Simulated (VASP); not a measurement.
ScPd, 2 atoms in the cell. The structure is cubic, space group Pm-3m (No. 221). Conventional cell: a = 3.283 Å, b = 3.283 Å, c = 3.283 Å, α = 90.00°, β = 90.00°, γ = 90.00°. Within 3.7 Å of Sc (site symmetry m-3m) lie 8 Pd at 2.84 Å and 6 Sc at 3.28 Å. Pd (site symmetry m-3m) has 8 Sc at 2.84 Å and 6 Pd at 3.28 Å within 3.7 Å. 

```yaml
Program: VASP 6.6.1
Task: single point
Functional: PBEsol
Potentials_or_basis: VASP PAW PBE potentials, release 64 (Sc_sv, Pd)
Cutoff: 520 eV
k_mesh: 7 × 7 × 7
Occupations: fermi-dirac, width 0.01 eV
Spin: no spin polarisation
Dipole_correction: no
Further_INCAR_settings: ALGO = Normal; EDIFF = 1e-07; NBANDS = 18
```

Potentials or basis: VASP PAW PBE potentials, release 64 (Sc_sv, Pd).

Run with:

```sh
$ cat potpaw_PBE.64/Sc_sv/POTCAR potpaw_PBE.64/Pd/POTCAR > POTCAR
$ mpirun -np 1 vasp_std > vasp.out
```

Hardware: 1 thread of Intel Xeon 6975P-C, with other jobs on the host.

Task: Estimate the wall time of this run.

Result: Wall time 6.8 s on 1 thread of Intel Xeon 6975P-C (shared host), peak memory 0.15 GiB. Counts: scf iterations 13, k points 20.
